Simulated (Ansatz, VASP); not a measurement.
**Two plane-wave programs on SiC**

```
CELL_PARAMETERS angstrom
-2.19533 -0.00022 -2.19579
-2.18924 -4.37083 2.18907
-2.18950 4.37163 2.19072
ATOMIC_POSITIONS crystal
Si 0.00002 0.75016 0.24989
Si 0.50001 0.25015 0.24989
Si 0.50000 0.75016 0.74989
Si 0.00000 0.25015 0.74989
C 0.49999 0.87485 0.12512
C 0.99999 0.37484 0.12510
C 0.00000 0.87484 0.62511
C 0.49999 0.37485 0.62511
```

Change from the starting cell: cell x4, atoms moved at random (sigma 0.15 Å) and cell strained at random (1.5 %), then relaxed without symmetry.

Alike in both runs: functional PBE; k mesh 4 × 4 × 4; occupations gaussian, width 0.1 eV; no spin polarisation.

Ansatz relaxed the structure, and its values are those at the end. VASP's run is a single point on that final structure, the one shown.

|  | VASP | Ansatz |
| --- | --- | --- |
| version | VASP 6.6.1 | Ansatz 0.2.0 |
| potentials or method | VASP PAW PBE potentials, release 64 (Si, C), cutoff 520 eV | scalar-relativistic, plane waves, PAW |
| valence electrons in the cell | 32 | 32 |

```csv
,VASP,Ansatz,Ansatz less VASP
gap on the k mesh at the Fermi level (eV),1.33,1.33,+0.002
least direct gap on the mesh (eV),1.33,1.33,+0.002
pressure (GPa),-0.1,-0.1,+0.05
rms of the force components (eV/Å),0.005,0.005,+0.0001
```

With one functional, cell and mesh, what is left measures potentials, basis and numerics.

The k mesh is coarse, so the values compare programs but aren't converged.
